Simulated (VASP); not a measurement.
# LiCl (Fm-3m) in VASP: further runs, part 2 of 2

VASP 6.6.1. Earlier steps stand in the parts before.

## (4) Single point, PBE (18.08 Å³/atom)

This run uses another cell than the first one, of 18.08 Å³/atom.

INCAR

```
ALGO = Normal
EDIFF = 1E-6
ENCUT = 520
GGA = PE
ISIF = 2
ISMEAR = 0
LASPH = T
LCHARG = F
LREAL = F
LWAVE = F
NBANDS = 12
NELM = 60
PREC = Accurate
SIGMA = 0.02
```

KPOINTS

```
k-points
0
Gamma
  8 8 8
```

POSCAR

```
LiCl
1.0
    0.0000000000      2.6246147096      2.6246147096
    2.6246147096      0.0000000000      2.6246147096
    2.6246147096      2.6246147096      0.0000000000
Li Cl
1 1
Direct
    0.0000000000      0.0000000000      0.0000000000
    0.5000000000      0.5000000000      0.5000000000
```

Potentials or basis: VASP PAW PBE potentials, release 64 (Li_sv, Cl).

The run is started by

```console
$ cat potpaw_PBE.64/Li_sv/POTCAR potpaw_PBE.64/Cl/POTCAR > POTCAR
$ mpirun -np 1 vasp_std > vasp.out
```

OUTCAR:

```text
EDIFF = 1E-6
   ENCUT = 520
   GGA = PE
   ISIF = 2
   ISMEAR = 0
   LASPH = T
   LREAL = F
   NELM = 60
   PREC = Accurate

 ion  position               nearest neighbor table
   1  0.000  0.000  0.000-   2 2.62   2 2.62   2 2.62   2 2.62   2 2.62   2 2.62
   2  0.500  0.500  0.500-   1 2.62   1 2.62   1 2.62   1 2.62   1 2.62   1 2.62

  LATTYP: Found a face centered cubic cell.
 ALAT       =     5.2492294192

  Lattice vectors:

[... 546 lines left out ...]

------------------------ aborting loop because EDIFF is reached ----------------------------------------

  FORCE on cell =-STRESS in cart. coord.  units (eV):
  Direction    XX          YY          ZZ          XY          YZ          ZX
  --------------------------------------------------------------------------------------
  -------------------------------------------------------------------------------------
  Total       -0.3844136     -0.3844136     -0.3844136      0.0000000      0.0000000      0.0000000
  in kB      -17.0326682    -17.0326682    -17.0326682      0.0000000      0.0000000      0.0000000
  external PRESSURE =     -17.0326682 kB  Pullay stress =       0.0000000 kB

 VOLUME and BASIS-vectors are now :
 -----------------------------------------------------------------------------
  energy-cutoff  :      520.00
  volume of cell :       36.16
      direct lattice vectors                 reciprocal lattice vectors
     0.000000000  2.624614710  2.624614710    -0.190504152  0.190504152  0.190504152
     2.624614710  0.000000000  2.624614710     0.190504152 -0.190504152  0.190504152
     2.624614710  2.624614710  0.000000000     0.190504152  0.190504152 -0.190504152

 POSITION                                       TOTAL-FORCE (eV/Angst)
 -----------------------------------------------------------------------------------
      0.00000      0.00000      0.00000        -0.000000      0.000000     -0.000000
      2.62461      2.62461      2.62461         0.000000     -0.000000      0.000000
 -----------------------------------------------------------------------------------
    total drift:                                0.000000      0.000000      0.000000

  FREE ENERGIE OF THE ION-ELECTRON SYSTEM (eV)
  ---------------------------------------------------
  free  energy   TOTEN  =        -7.3754859514 eV

  energy  without entropy=       -7.3754859514  energy(sigma->0) =       -7.37548595
```

OSZICAR:

```text
N       E                     dE             d eps       ncg     rms          rms(c)
DAV:   1     0.424826547519E+02    0.42483E+02   -0.38561E+03   696   0.751E+02
DAV:   2    -0.475867979991E+01   -0.47241E+02   -0.45050E+02   908   0.145E+02
DAV:   3    -0.736270954775E+01   -0.26040E+01   -0.25977E+01   888   0.350E+01
DAV:   4    -0.744661848997E+01   -0.83909E-01   -0.83890E-01  1000   0.623E+00
DAV:   5    -0.744784210865E+01   -0.12236E-02   -0.12236E-02   912   0.663E-01    0.232E+00
DAV:   6    -0.736815290874E+01    0.79689E-01   -0.17848E-01   904   0.193E+00    0.165E+00
DAV:   7    -0.737058851945E+01   -0.24356E-02   -0.52931E-02  1036   0.118E+00    0.919E-01
DAV:   8    -0.737544963927E+01   -0.48611E-02   -0.71558E-03   816   0.585E-01    0.157E-01
DAV:   9    -0.737541336274E+01    0.36277E-04   -0.25316E-04   884   0.111E-01    0.607E-02
DAV:  10    -0.737547588022E+01   -0.62517E-04   -0.16317E-04   792   0.848E-02    0.578E-02
DAV:  11    -0.737548504589E+01   -0.91657E-05   -0.19188E-05   896   0.280E-02    0.208E-03
DAV:  12    -0.737548632716E+01   -0.12813E-05   -0.74571E-07   836   0.624E-03    0.480E-03
DAV:  13    -0.737548595145E+01    0.37571E-06   -0.21404E-07   440   0.314E-03
   1 F= -.73754860E+01 E0= -.73754860E+01  d E =-.681787E-17
```

stdout:

```text
POSCAR found type information on POSCAR LiCl
 POSCAR found :  2 types and       2 ions
 scaLAPACK will be used
 LDA part: xc-table for (Slater+PW92), standard interpolation
 POSCAR, INCAR and KPOINTS ok, starting setup
 FFT: planning ... GRIDC
 FFT: planning ... GRID_SOFT
 FFT: planning ... GRID
 WAVECAR not read
 entering main loop
```

Run time: 22 s. Hardware: 1 thread of Intel Xeon Platinum 8375C at 2.90GHz (Ice Lake), shared host; peak memory 0.15 GiB.

Results:

| Property | Result |
| --- | --- |
| Free energy | -7.3755 eV |
| Band gap on the k mesh | 5.96 eV |

Caveat: the cutoff is under 1.25 times the usual one of these potentials, so pressure, stress and relaxed cells hold a basis-set (Pulay) error. A k mesh can miss the band edges.

## (5) Single point, PBE (18.76 Å³/atom)

This run uses another cell than the first one, of 18.76 Å³/atom.

INCAR

```
SYSTEM = LiCl
PREC = Accurate
ENCUT = 520
EDIFF = 1E-6
ISMEAR = 0
SIGMA = 0.02
LREAL = .False.
LASPH = .True.
NELM = 60
ALGO = Normal
ISIF = 2
LWAVE = .False.
LCHARG = .False.
GGA = PE
NBANDS = 12
```

KPOINTS

```
regular mesh
0
Gamma
  8 8 8
  0 0 0
```

POSCAR

```
LiCl
1.0
    0.0000000000      2.6572219532      2.6572219532
    2.6572219532      0.0000000000      2.6572219532
    2.6572219532      2.6572219532      0.0000000000
Li Cl
1 1
Direct
    0.0000000000      0.0000000000      0.0000000000
    0.5000000000      0.5000000000      0.5000000000
```

The run is started by

```console
$ cat potpaw_PBE.64/Li_sv/POTCAR potpaw_PBE.64/Cl/POTCAR > POTCAR
$ mpirun -np 1 vasp_std > vasp.out
```

Wall time 18 s (1 thread of Intel Xeon Platinum 8375C at 2.90GHz (Ice Lake), shared host); peak memory 0.15 GiB.

The run converged. Its results:

- Free energy: -7.3580 eV
- Band gap on the k mesh: 5.78 eV

Levels at points of the mesh, in eV from the valence-band top:
| k point | band 1 | band 2 | band 3 | band 4 | band 5 | band 6 | band 7 | band 8 | band 9 | band 10 |
| --- | --- | --- | --- | --- | --- | --- | --- | --- | --- | --- |
| (0.00, 0.00, 0.00) | -43.74 | -13.06 | 0.00 | 0.00 | 0.00 | 5.78 | 11.83 | 11.83 | 11.83 | 13.88 |
| (0.50, 0.00, 0.00) | -43.74 | -12.62 | -2.41 | -0.21 | -0.21 | 6.64 | 9.42 | 9.42 | 11.92 | 16.18 |
| (0.50, 0.50, 0.00) | -43.74 | -12.44 | -2.44 | -0.92 | -0.92 | 7.64 | 8.42 | 11.57 | 13.32 | 13.32 |

Caveat: the cutoff is under 1.25 times the usual one of these potentials, so pressure, stress and relaxed cells hold a basis-set (Pulay) error.

## (6) Relaxation of cell and atoms, PBE

INCAR

```
ALGO = Normal
EDIFF = 1E-7
EDIFFG = -0.01
ENCUT = 600
GGA = PE
IBRION = 2
ISIF = 3
ISMEAR = 0
LASPH = T
LCHARG = F
LREAL = F
LWAVE = F
NELM = 80
NSW = 100
PREC = Accurate
SIGMA = 0.02
```

KPOINTS

```
k-points
0
Gamma
  8 8 8
```

POSCAR

```
LiCl
1.0
    0.0000000000      2.5741287790      2.5741287790
    2.5741287790      0.0000000000      2.5741287790
    2.5741287790      2.5741287790      0.0000000000
Li Cl
1 1
Direct
    0.0000000000      0.0000000000      0.0000000000
    0.5000000000      0.5000000000      0.5000000000
```

Potentials or basis: VASP PAW PBE potentials, release 64 (Li_sv, Cl).

The run is started by

```console
$ cat potpaw_PBE.64/Li_sv/POTCAR potpaw_PBE.64/Cl/POTCAR > POTCAR
$ mpirun -np 1 vasp_std > vasp.out
```

Run time: 23 s. Hardware: 1 thread of Intel Xeon Platinum 8375C at 2.90GHz (Ice Lake), shared host; peak memory 0.16 GiB.

The run converged. Its results:

```
Free energy             : -7.3859 eV
Pressure after relaxing : -0.1 GPa
Band gap on the k mesh  : 6.28 eV
```

Final structure:
```yaml
crystal:
  lattice:
    - [0.00000, 2.57413, 2.57413]
    - [2.57413, 0.00000, 2.57413]
    - [2.57413, 2.57413, 0.00000]
  atoms:
    - { symbol: Li, position: [0.00000, 0.00000, 0.00000] }
    - { symbol: Cl, position: [0.50000, 0.50000, 0.50000] }
```

Levels at points of the mesh, in eV from the valence-band top:
| k point | band 2 | band 3 | band 4 | band 5 | band 6 | band 7 | band 8 | band 9 |
| --- | --- | --- | --- | --- | --- | --- | --- | --- |
| (0.00, 0.00, 0.00) | -13.36 | 0.00 | 0.00 | 0.00 | 6.28 | 11.93 | 11.93 | 11.93 |
| (0.50, 0.00, 0.00) | -12.80 | -2.77 | -0.25 | -0.25 | 6.75 | 9.50 | 9.50 | 12.86 |
| (0.50, 0.50, 0.00) | -12.57 | -2.84 | -1.08 | -1.08 | 7.86 | 8.31 | 12.35 | 14.03 |

Caveat: the cutoff is under 1.25 times the usual one of these potentials, so pressure, stress and relaxed cells hold a basis-set (Pulay) error; the relaxation stopped at its first step, so nothing moved. A k mesh can miss the band edges.

## (7) The runs side by side

| task | cell | cutoff (eV) | gap on the mesh (eV) |
| --- | --- | --- | --- |
| single point | a = 3.640 Å, angles 60.0°, 2 atoms | 520 | 6.28 |
| single point | a = 3.676 Å, angles 60.0°, 2 atoms | 520 | 6.11 |
| single point | a = 3.712 Å, angles 60.0°, 2 atoms | 520 | 5.96 |
| single point | a = 3.758 Å, angles 60.0°, 2 atoms | 520 | 5.78 |
| relaxation of cell and atoms | relaxed from a = 3.640 Å, angles 60.0°, 2 atoms | 600 | 6.28 |

Alike in all rows: level PBE; potentials or basis VASP PAW PBE potentials, release 64 (Li_sv, Cl); no spin polarisation; k mesh 8 × 8 × 8; smearing gaussian 0.02 eV.

Caveats: the cutoff is under 1.25 times the usual one of these potentials, so pressure, stress and relaxed cells hold a basis-set (Pulay) error; the relaxation stopped at its first step, so nothing moved (at least some runs).

Total energies depend on the potentials used, so only differences within one code and one set of settings carry meaning.
